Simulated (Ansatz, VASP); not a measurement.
# One calculation of Sb, two programs

```xyz
1
Lattice="3.1121 0.0000 0.0000 0.0000 3.1121 0.0000 0.0000 0.0000 3.1121" Properties=species:S:1:pos:R:3 pbc="T T T"
Sb    0.0000    0.0000    0.0000
```

Alike in both runs: functional PBE; k mesh 12 × 12 × 12; occupations gaussian, width 0.1 eV; no spin polarisation.

Ansatz relaxed the structure, and its values are those at the end. VASP's run is a single point on that final structure, the one shown.

```csv
,VASP,Ansatz
version,VASP 6.6.1,Ansatz 0.2.0
potentials or method,"VASP PAW PBE potentials, release 64 (Sb), cutoff 500 eV","scalar-relativistic, plane waves, PAW"
valence electrons in the cell,5,15
```

|  | VASP | Ansatz | Ansatz less VASP |
| --- | --- | --- | --- |
| gap on the k mesh at the Fermi level (eV) | none | none | - |
| pressure (GPa) | -0.1 | -0.1 | +0.03 |

A gap of «none» marks a metal or a gap that the smearing closes. VASP's potentials hold 5 valence electrons a cell and Ansatz's 15, so a difference there can come from the potentials and not from the codes.

Neither program's run includes spin-orbit coupling.
